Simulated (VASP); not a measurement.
# Co (Fm-3m) in VASP: a series of runs

Co is run at these levels: PBE; tasks: single point, relaxation of cell and atoms.

Program: VASP 6.6.1. These are calculated values, not measurements. Logs are shortened: lines on timing, memory, paths and dates and some standing lists are left out, and cuts for length are marked.

## Step 1: The cell of the first run

The structure is cubic, space group Fm-3m (No. 225). The conventional cell has a = 3.522 Å, b = 3.522 Å, c = 3.522 Å, α = 90.00°, β = 90.00°, γ = 90.00°. Within 3.3 Å of Co (site symmetry m-3m) lie 12 Co at 2.49 Å.

This isn't the form of Co at room conditions, which is hcp.

## Step 2: Single point, PBE, collinear spin, ferromagnetic start

Input file INCAR:

```
SYSTEM = Co
PREC = Accurate ; ENCUT = 520
EDIFF = 1E-7 ; ISMEAR = 0
SIGMA = 0.1 ; LREAL = .FALSE.
LASPH = .TRUE. ; NELM = 150
ALGO = Fast ; ISIF = 2
LWAVE = .FALSE. ; LCHARG = .FALSE.
ISPIN = 2 ; MAGMOM = 1.94
LORBIT = 11 ; LMAXMIX = 4
GGA = PE ; NBANDS = 14
```

Input file KPOINTS:

```
Automatic mesh
0
G
  26 26 26
  0 0 0
```

Input file POSCAR:

```
Co
1.0
    0.0000000000      1.7609589532      1.7609589532
    1.7609589532      0.0000000000      1.7609589532
    1.7609589532      1.7609589532      0.0000000000
Co
1
Direct
    0.0000000000      0.0000000000      0.0000000000
```

Potentials or basis: VASP PAW PBE potentials, release 64 (Co).

On the command line:

```sh
$ cat potpaw_PBE.64/Co/POTCAR > POTCAR
$ mpirun -np 1 vasp_std > vasp.out
```

OUTCAR:

```text
SYSTEM = Co
   PREC = Accurate
   ENCUT = 520
   EDIFF = 1E-7
   ISMEAR = 0
   LREAL = .FALSE.
   LASPH = .TRUE.
   NELM = 150
   ISIF = 2
   ISPIN = 2
   LORBIT = 11
   GGA = PE

 ion  position               nearest neighbor table
   1  0.000  0.000  0.000-

  LATTYP: Found a face centered cubic cell.
 ALAT       =     3.5219179064

  Lattice vectors:

 A1 = (   0.0000000000,   1.7609589532,   1.7609589532)
 A2 = (   1.7609589532,   0.0000000000,   1.7609589532)
 A3 = (   1.7609589532,   1.7609589532,   0.0000000000)

Analysis of symmetry for initial positions (statically):
=====================================================================
 Subroutine PRICEL returns:
 Original cell was already a primitive cell.

 Routine SETGRP: Setting up the symmetry group for a
 face centered cubic supercell.

 Subroutine GETGRP returns: Found 48 space group operations
 (whereof 48 operations were pure point group operations)
 out of a pool of 48 trial point group operations.

The static configuration has the point symmetry O_h .

Analysis of symmetry for dynamics (positions and initial velocities):
=====================================================================
 Subroutine PRICEL returns:
 Original cell was already a primitive cell.

 Routine SETGRP: Setting up the symmetry group for a
 face centered cubic supercell.

 Subroutine GETGRP returns: Found 48 space group operations
 (whereof 48 operations were pure point group operations)
 out of a pool of 48 trial point group operations.

The dynamic configuration has the point symmetry O_h .

Analysis of structural, dynamic, and magnetic symmetry:
=====================================================================
 Subroutine PRICEL returns:
 Original cell was already a primitive cell.

 Routine SETGRP: Setting up the symmetry group for a
 face centered cubic supercell.

 Subroutine GETGRP returns: Found 48 space group operations
 (whereof 48 operations were pure point group operations)
 out of a pool of 48 trial point group operations.

The overall configuration has the point symmetry O_h .

 Subroutine INISYM returns: Found 48 space group operations
 (whereof 48 operations are pure point group operations),
 and found     1 'primitive' translations

----------------------------------------------------------------------------------------

                                     Primitive cell

  volume of cell :      10.9214

  direct lattice vectors                    reciprocal lattice vectors
     0.000000000  1.760958953  1.760958953    -0.283936204  0.283936204  0.283936204
     1.760958953  0.000000000  1.760958953     0.283936204 -0.283936204  0.283936204
     1.760958953  1.760958953  0.000000000     0.283936204  0.283936204 -0.283936204

  length of vectors
     2.490372034  2.490372034  2.490372034     0.491791931  0.491791931  0.491791931

  position of ions in fractional coordinates (direct lattice)
     0.000000000  0.000000000  0.000000000

  ion indices of the primitive-cell ions
   primitive index   ion index
                 1           1

----------------------------------------------------------------------------------------

 KPOINTS: Automatic mesh

Automatic generation of k-mesh.
 Grid dimensions read from file:
 generate k-points for:   26   26   26

 Generating k-lattice:

  Cartesian coordinates                     Fractional coordinates (reciprocal lattice)
    -0.010920623  0.010920623  0.010920623     0.038461538  0.000000000  0.000000000
     0.010920623 -0.010920623  0.010920623     0.000000000  0.038461538  0.000000000
     0.010920623  0.010920623 -0.010920623     0.000000000  0.000000000  0.038461538

  Length of vectors
     0.018915074  0.018915074  0.018915074

  Shift w.r.t. Gamma in fractional coordinates (k-lattice)
     0.000000000  0.000000000  0.000000000

 Subroutine IBZKPT returns following result:
 ===========================================

 Found    511 irreducible k-points:

 Following reciprocal coordinates:
            Coordinates               Weight
  0.000000  0.000000  0.000000      1.000000
  0.038462  0.000000  0.000000      8.000000
  0.076923  0.000000  0.000000      8.000000
  0.115385  0.000000  0.000000      8.000000
  0.153846  0.000000  0.000000      8.000000
  0.192308  0.000000  0.000000      8.000000
[... 16 lines left out ...]
  0.346154  0.038462  0.000000     24.000000
  0.384615  0.038462  0.000000     24.000000
 [... further k-points ...]
   k-points           NKPTS =    511   k-points in BZ     NKDIM =    511   number of bands    NBANDS=     14
   number of dos      NEDOS =    301   number of ions     NIONS =      1
   total plane-waves  NPLWV =   8000
   dimension x,y,z NGX =    20 NGY =   20 NGZ =   20
   dimension x,y,z NGXF=    40 NGYF=   40 NGZF=   40
   ions per type =               1
   NGX,Y,Z   is equivalent  to a cutoff of  13.35, 13.35, 13.35 a.u.
   NGXF,Y,Z  is equivalent  to a cutoff of  26.70, 26.70, 26.70 a.u.
 SYSTEM =  Co
   PREC   = accura    normal or accurate (medium, high low for compatibility)
   ISTART =      0    job   : 0-new  1-cont  2-samecut
   ICHARG =      2    charge: 1-file 2-atom 10-const
   ISPIN  =      2    spin polarized calculation?
   LNONCOLLINEAR =      F non collinear calculations
   LSORBIT =      F    spin-orbit coupling
   LASPH  =      T    aspherical Exc in radial PAW
   ENCUT  =  520.0 eV  38.22 Ry    6.18 a.u.   4.63  4.63  4.63*2*pi/ulx,y,z
   NELM   =    150;   NELMIN=  2; NELMDL= -5     # of ELM steps
   EDIFF  = 0.1E-06   stopping-criterion for ELM
   LREAL  =      F    real-space projection
   EDIFFG = 0.1E-05   stopping-criterion for IOM
   NSW    =      0    number of steps for IOM
   IBRION =     -1    ionic relax: 0-MD 1-quasi-New 2-CG
   NFREE  =      0    steps in history (QN), initial steepest desc. (CG)
   ISIF   =      2    stress and relaxation
   ISYM   =      2    0-nonsym 1-usesym 2-fastsym
   POTIM  = 0.5000    time-step for ionic-motion
   TEBEG  =    0.0;   TEEND  =   0.0 temperature during run
   PSTRESS=    0.0 pullay stress
   NELECT =       9.0000    total number of electrons
   NUPDOWN=      -1.0000    fix difference up-down
   EMIN   =  10.00;   EMAX   =-10.00  energy-range for DOS
   EFERMI =   0.00;   METHOD = LEGACY
   ISMEAR =     0;   SIGMA  =   0.10  broadening in eV -4-tet -1-fermi 0-gaus
   EFERMI_NEDOS =   21; number of points for ismear=-14 and -15
   IALGO  =     68    algorithm
   IMIX   =      4    mixing-type and parameters
     AMIX     =   0.40;   BMIX     =  1.00
     AMIX_MAG =   1.60;   BMIX_MAG =  1.00
  volume/ion in A,a.u.               =      10.92        73.70
  Fermi-wavevector in a.u.,A,eV,Ry     =   1.534840  2.900427 32.051704  2.355734
  Thomas-Fermi vector in A             =   2.641712
   LORBIT       =     11    0 simple, 1 ext, 2 COOP (PROOUT), +10 PAW based schemes
   GGA     = PE    functional components
   LHFCALC =     F    Hartree Fock is set to
   AEXX    =    0.0000 exact exchange contribution
   IVDW    =     0    specifies the selected vdW correction
   LEPSILON=     F    determine dielectric tensor
   LRPA    =     F    only Hartree local field effects (RPA)
 spin polarized calculation
 RMM-DIIS sequential band-by-band and
 Gauss-broadening in eV      SIGMA  =   0.10
  energy-cutoff  :      520.00
  volume of cell :       10.92
 maximum number of plane-waves:       306
   NGX =  9   NGY =  9   NGZ =  9

 number of electron       8.9999997 magnetization       1.6530917

 Free energy of the ion-electron system (eV)
  ---------------------------------------------------
  ext. energy  EPLUGINS =         0.00000000
  ---------------------------------------------------
  free energy    TOTEN  =        -7.02168497 eV

  energy without entropy =       -7.01552143  energy(sigma->0) =       -7.01860320

 E-fermi :  10.2689     XC(G=0): -13.3661

 val. band max:       10.2673083073   @ k =  -0.1538   0.2692   0.1154
 cond. band min:      10.2716516030   @ k =  -0.2692   0.3462   0.0769
 fundamental gap:      0.0043432956
 Fermi energy:        10.2688943484

 spin component 1

 k-point     1 :       0.0000    0.0000    0.0000
  band No.  band energies     occupation
      1       1.2817      1.00000
      2       7.5452      1.00000
      3       7.5452      1.00000
      4       7.5452      1.00000
      5       8.5679      1.00000
      6       8.5679      1.00000
      7      33.2446      0.00000
      8      37.5366      0.00000
      9      37.5366      0.00000
     10      37.5366      0.00000
     11      40.7122      0.00000
     12      40.7122      0.00000
     13      40.7122      0.00000
     14      43.3360      0.00000

 k-point     2 :       0.0385    0.0000    0.0000
  band No.  band energies     occupation
      1       1.3404      1.00000
      2       7.5286      1.00000
      3       7.5597      1.00000
      4       7.5597      1.00000
      5       8.5616      1.00000
      6       8.5616      1.00000
      7      33.1315      0.00000
      8      36.6545      0.00000
      9      37.4214      0.00000
     10      37.4214      0.00000
     11      40.8855      0.00000
     12      40.8855      0.00000
     13      41.2564      0.00000
     14      43.7998      0.00000
[... 343 lines left out ...]
      1       4.5886      1.00000
      2       7.5522      1.00000
      3       7.6135      1.00000
      4       7.6181      1.00000
      5       9.0698      1.00000
      6       9.1393      1.00000
      7      21.0645      0.00000
      8      32.4090      0.00000
      9      34.0822      0.00000
     10      36.3916      0.00000
     11      38.4280      0.00000
     12      40.3536      0.00000
     13      43.3269      0.00000
     14      49.1401      0.00000

 k-point    24 :       0.3846    0.0385    0.0000
  band No.  band energies     occupation
      1       4.8693      1.00000
      2       7.4863      1.00000
      3       7.5500      1.00000
      4       8.0847      1.00000
      5       9.2736      1.00000
      6       9.3048      1.00000
      7      19.4759      0.00000
      8      32.1074      0.00000
      9      34.0343      0.00000
     10      35.8518      0.00000
     11      38.2029      0.00000
     12      39.6892      0.00000
     13      43.6128      0.00000
     14      50.0857      0.00000

 [... further k-points ...]

 spin component 2

 k-point     1 :       0.0000    0.0000    0.0000
  band No.  band energies     occupation
      1       1.3012      1.00000
      2       9.1310      1.00000
      3       9.1310      1.00000
      4       9.1310      1.00000
      5      10.5778      0.00001
      6      10.5778      0.00001
      7      32.9249      0.00000
      8      37.6992      0.00000
      9      37.6992      0.00000
     10      37.6992      0.00000
     11      41.0183      0.00000
     12      41.0183      0.00000
     13      41.0183      0.00000
     14      42.9262      0.00000

 k-point     2 :       0.0385    0.0000    0.0000
  band No.  band energies     occupation
      1       1.3601      1.00000
      2       9.1096      1.00000
      3       9.1468      1.00000
      4       9.1468      1.00000
      5      10.5699      0.00001
      6      10.5699      0.00001
      7      32.8423      0.00000
      8      36.8155      0.00000
      9      37.6020      0.00000
     10      37.6020      0.00000
     11      41.1701      0.00000
     12      41.1701      0.00000
     13      41.4469      0.00000
     14      43.4940      0.00000
[... 343 lines left out ...]
      1       4.9384      1.00000
      2       8.5975      1.00000
      3       9.2708      1.00000
      4       9.3248      1.00000
      5      10.9171      0.00000
      6      11.0599      0.00000
      7      21.6463      0.00000
      8      32.1896      0.00000
      9      34.4419      0.00000
     10      36.7516      0.00000
     11      38.6512      0.00000
     12      40.5834      0.00000
     13      43.5071      0.00000
     14      49.6854      0.00000

 k-point    24 :       0.3846    0.0385    0.0000
  band No.  band energies     occupation
      1       5.4263      1.00000
      2       8.8161      1.00000
      3       9.2077      1.00000
      4       9.2656      1.00000
      5      11.1135      0.00000
      6      11.1963      0.00000
      7      20.1506      0.00000
      8      31.8715      0.00000
      9      34.3869      0.00000
     10      36.2060      0.00000
     11      38.4477      0.00000
     12      39.9408      0.00000
     13      43.9833      0.00000
     14      51.0781      0.00000

 [... further k-points ...]

------------------------ aborting loop because EDIFF is reached ----------------------------------------

  FORCE on cell =-STRESS in cart. coord.  units (eV):
  Direction    XX          YY          ZZ          XY          YZ          ZX
  --------------------------------------------------------------------------------------
  -------------------------------------------------------------------------------------
  Total       -0.0482668     -0.0482668     -0.0482668     -0.0000000     -0.0000000     -0.0000000
  in kB       -7.0807801     -7.0807801     -7.0807801     -0.0000000     -0.0000000     -0.0000000
  external PRESSURE =      -7.0807801 kB  Pullay stress =       0.0000000 kB

 VOLUME and BASIS-vectors are now :
 -----------------------------------------------------------------------------
  energy-cutoff  :      520.00
  volume of cell :       10.92
      direct lattice vectors                 reciprocal lattice vectors
     0.000000000  1.760958953  1.760958953    -0.283936204  0.283936204  0.283936204
     1.760958953  0.000000000  1.760958953     0.283936204 -0.283936204  0.283936204
     1.760958953  1.760958953  0.000000000     0.283936204  0.283936204 -0.283936204

 POSITION                                       TOTAL-FORCE (eV/Angst)
 -----------------------------------------------------------------------------------
      0.00000      0.00000      0.00000         0.000000      0.000000      0.000000
 -----------------------------------------------------------------------------------
    total drift:                               -0.000000     -0.000000     -0.000000

  FREE ENERGIE OF THE ION-ELECTRON SYSTEM (eV)
  ---------------------------------------------------
  free  energy   TOTEN  =        -7.0216849691 eV

  energy  without entropy=       -7.0155214343  energy(sigma->0) =       -7.01860320

 total charge

# of ion       s       p       d       tot
------------------------------------------
    1        0.488   0.518   7.252   8.259

 magnetization (x)

# of ion       s       p       d       tot
------------------------------------------
    1       -0.012  -0.048   1.731   1.671
```

Run time: 2.8 min. Hardware: 1 thread of AMD EPYC 9R14 (Zen 4), shared host; peak memory 0.2 GiB.

What came out:

| Item | Value |
| --- | --- |
| Free energy | -7.0217 eV |
| Pressure | -0.7 GPa |
| Net moment | 1.65 μB per cell |
| Site moments | Co +1.67 μB |
| Valence electrons inside the program's atomic spheres | Co 8.26 |

Levels at points of the mesh, in eV from the Fermi level:
Spin up:
```csv
k point,band 3,band 4,band 5,band 6,band 7,band 8
"(0.00, 0.00, 0.00)",-2.72,-2.72,-1.70,-1.70,22.98,27.27
"(0.50, 0.00, 0.00)",-2.86,-0.81,-0.81,-0.30,6.06,21.54
"(0.50, 0.50, 0.00)",-0.92,-0.55,-0.55,2.50,9.49,14.81
```
Spin down:
| k point | band 1 | band 2 | band 3 | band 4 | band 5 | band 6 | band 7 | band 8 | band 9 |
| --- | --- | --- | --- | --- | --- | --- | --- | --- | --- |
| (0.00, 0.00, 0.00) | -8.97 | -1.14 | -1.14 | -1.14 | 0.31 | 0.31 | 22.66 | 27.43 | 27.43 |
| (0.50, 0.00, 0.00) | -4.28 | -1.14 | -1.14 | -0.34 | 1.12 | 1.12 | 7.07 | 21.24 | 25.09 |
| (0.50, 0.50, 0.00) | -4.07 | -3.37 | 1.18 | 1.29 | 1.29 | 2.51 | 10.41 | 14.98 | 14.98 |

[end of part 1 of 2]
